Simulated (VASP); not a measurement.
A run of VASP 6.6.1 is set up as follows.

The input INCAR:

```
PREC     = Accurate       # precision mode
ENCUT    = 520            # plane-wave cutoff, eV
EDIFF    = 1E-8           # SCF threshold, eV
ISMEAR   = -1             # smearing method
SIGMA    = 0.08           # smearing width, eV
LREAL    = F              # projectors in reciprocal space
LASPH    = T              # aspherical terms in the spheres
NELM     = 100            # most SCF steps
ALGO     = Normal         # electronic algorithm
ISIF     = 2              # what is computed and relaxed
LWAVE    = F              # write WAVECAR
LCHARG   = F              # write CHGCAR
GGA      = CA             # functional
LEFG     = T            
NBANDS   = 18             # bands
```

KPOINTS

```
Automatic mesh
0
Gamma
  11 11 11
```

Contents of POSCAR:

```
LaHg
1.0
    3.8497476020      0.0000000000      0.0000000000
    0.0000000000      3.8497476020      0.0000000000
    0.0000000000      0.0000000000      3.8497476020
La Hg
1 1
Direct
    0.5000000000      0.5000000000      0.5000000000
    0.0000000000      0.0000000000      0.0000000000
```

Potentials or basis: VASP PAW LDA potentials, release 64 (La, Hg).

Launch:

```bash
$ cat potpaw_LDA.64/La/POTCAR potpaw_LDA.64/Hg/POTCAR > POTCAR
$ mpirun -np 1 vasp_std > vasp.out
```

Estimate the pressure.

-2.3 GPa.

What does it give for the band gap on the k mesh?

Zero (an odd number of electrons rules out a gap without spin polarisation).

Caveat: spin-orbit coupling is left out, which moves the levels of the heavy elements.
